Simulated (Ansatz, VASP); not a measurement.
**Ni: VASP beside Ansatz**

File POSCAR:

```
Ni
1.0
    0.0000000000      1.7619400000      1.7619400000
    1.7619400000      0.0000000000      1.7619400000
    1.7619400000      1.7619400000      0.0000000000
Ni
1
Direct
    0.0000000000      0.0000000000      0.0000000000
```

INCAR.step1

```
ALGO     = Normal         # electronic algorithm
EDIFF    = 1E-5           # SCF threshold, eV
ENCUT    = 660            # plane-wave cutoff, eV
GGA      = PE             # functional
GGA_COMPAT= False        
ISMEAR   = -1             # smearing method
ISPIN    = 2              # spin polarisation
LASPH    = True           # aspherical terms in the spheres
LCHARG   = False          # write CHGCAR
LMAXMIX  = 4              # l up to which the mixer works
LREAL    = False          # projectors in reciprocal space
LWAVE    = True           # write WAVECAR
MAGMOM   = 2              # initial moments
NBANDS   = 15             # bands
NELM     = 200            # most SCF steps
PREC     = Accurate       # precision mode
SIGMA    = 0.1            # smearing width, eV
```

INCAR.step2

```
ALGO     = Normal         # electronic algorithm
EDIFF    = 1E-6           # SCF threshold, eV
ENCUT    = 660            # plane-wave cutoff, eV
GGA_COMPAT= False        
ISIF     = 2              # what is computed and relaxed
ISMEAR   = -1             # smearing method
ISPIN    = 2              # spin polarisation
ISTART   = 1            
LASPH    = True           # aspherical terms in the spheres
LCHARG   = True           # write CHGCAR
LELF     = True           # ELF
LMAXMIX  = 4              # l up to which the mixer works
LMIXTAU  = True         
LORBIT   = 11             # projections on sites
LREAL    = False          # projectors in reciprocal space
LVHAR    = True         
LWAVE    = False          # write WAVECAR
MAGMOM   = 2              # initial moments
METAGGA  = R2SCAN         # meta-GGA
NBANDS   = 15             # bands
NELM     = 200            # most SCF steps
PREC     = Accurate       # precision mode
SIGMA    = 0.1            # smearing width, eV
```

KPOINTS

```
k-points
0
Gamma
  14 14 14
```

Input for Ansatz:

```yaml
crystal:
  lattice:
    - [0.0, 1.76194, 1.76194]
    - [1.76194, 0.0, 1.76194]
    - [1.76194, 1.76194, 0.0]
  atoms:
    - { symbol: Ni, position: [0.0, 0.0, 0.0], spin: 2.0 }
magnetization:
  spin_polarized: true
hamiltonian:
  xc: r2scan
  pseudopotentials: { kind: paw }
basis:
  ecutwfc: 500
kpoints:
  mp_grid: { grid: [14, 14, 14] }
scf:
  occupations: { method: fermi_dirac, width: 0.1 }
  lower_state_search: "off"
output:
  forces: true
  stress: true
```

Alike in both runs: task single point; functional r2SCAN; k mesh 14 × 14 × 14; occupations fermi-dirac, width 0.1 eV; collinear spin.

```csv
,VASP,Ansatz
version,VASP 6.6.1,Ansatz 0.2.0
potentials or method,"VASP PAW PBE potentials, release 64 (Ni), cutoff 660 eV","PAW, plane waves, scalar-relativistic"
valence electrons in the cell,10,18
```

|  | VASP | Ansatz | Ansatz less VASP |
| --- | --- | --- | --- |
| pressure (GPa) | -6.9 | -7.5 | -0.55 |
| net moment per atom (μB) | 0.74 | 0.75 | +0.014 |
| size of the moment on the site where the two differ most (μB) | 0.77 | 0.82 | +0.059 |

VASP's potentials were made for PBE, not for r2SCAN. Site moments also hang on the region over which each program counts them. The functional is the same, so the differences come from potentials, cutoffs and numerics. VASP's potentials hold 10 valence electrons a cell and Ansatz's 18, so a difference there can come from the potentials and not from the codes. Ansatz's warnings: stability check not made.
